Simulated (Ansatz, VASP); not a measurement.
**PbSe in VASP and in Ansatz**

The input INCAR:

```
SYSTEM = PbSe
PREC = Accurate
ENCUT = 520
EDIFF = 1E-6
ISMEAR = 0
SIGMA = 0.03
LREAL = .False.
LASPH = .True.
NELM = 80
ALGO = Normal
ISIF = 2
LWAVE = .False.
LCHARG = .True.
GGA = PE
IVDW = 12
LELF = .True.
LVHAR = .True.
NBANDS = 17
```

KPOINTS

```
regular mesh
0
Gamma
  10 10 10
  0 0 0
```

The input POSCAR:

```
PbSe
1.0
   -0.1686898036      2.8140526321      3.0670873374
    2.8140526321     -0.1686898036      3.0670873374
    2.6453628285      2.6453628285      0.0000000000
Pb Se
1 1
Direct
    0.0000000000      0.0000000000      0.0000000000
    0.5000000000      0.5000000000      0.5000000000
```

Input for Ansatz:

```yaml
crystal:
  lattice:
    - [-0.1686898036, 2.8140526321, 3.0670873374]
    - [2.8140526321, -0.1686898036, 3.0670873374]
    - [2.6453628285, 2.6453628285, 0.0]
  atoms:
    - { symbol: Pb, position: [0.0, 0.0, 0.0] }
    - { symbol: Se, position: [0.5, 0.5, 0.5] }
basis:
  ecutwfc: 420
kpoints:
  mp_grid: { grid: [10, 10, 10] }
hamiltonian:
  xc: pbe
  dispersion: d3bj
scf:
  occupations: { method: gaussian, width: 0.03 }
output:
  forces: true
  stress: true
  eigenvalues: true
```

Change from the starting cell: engineering shear strain xy -0.1100, equal normal strain along x and y -0.0825.

Alike in both runs: task single point; functional PBE; dispersion D3(BJ); k mesh 10 × 10 × 10; occupations gaussian, width 0.03 eV; no spin polarisation.

|  | VASP | Ansatz |
| --- | --- | --- |
| version | VASP 6.6.1 | Ansatz 0.2.0 |
| potentials or method | VASP PAW PBE potentials, release 64 (Pb_d, Se), cutoff 520 eV | scalar-relativistic, plane waves, PAW |
| valence electrons in the cell | 20 | 30 |

```csv
,VASP,Ansatz,Ansatz less VASP
gap on the k mesh at the Fermi level (eV),none,none,-
pressure (GPa),14.1,14.1,-0.02
"traceless stress, the component that is largest in VASP (GPa)",-12.53,-12.50,+0.028
```

A gap of «none» marks a metal or a gap that the smearing closes. VASP's potentials hold 20 valence electrons a cell and Ansatz's 30, so a difference there can come from the potentials and not from the codes.

Spin-orbit coupling is off throughout.
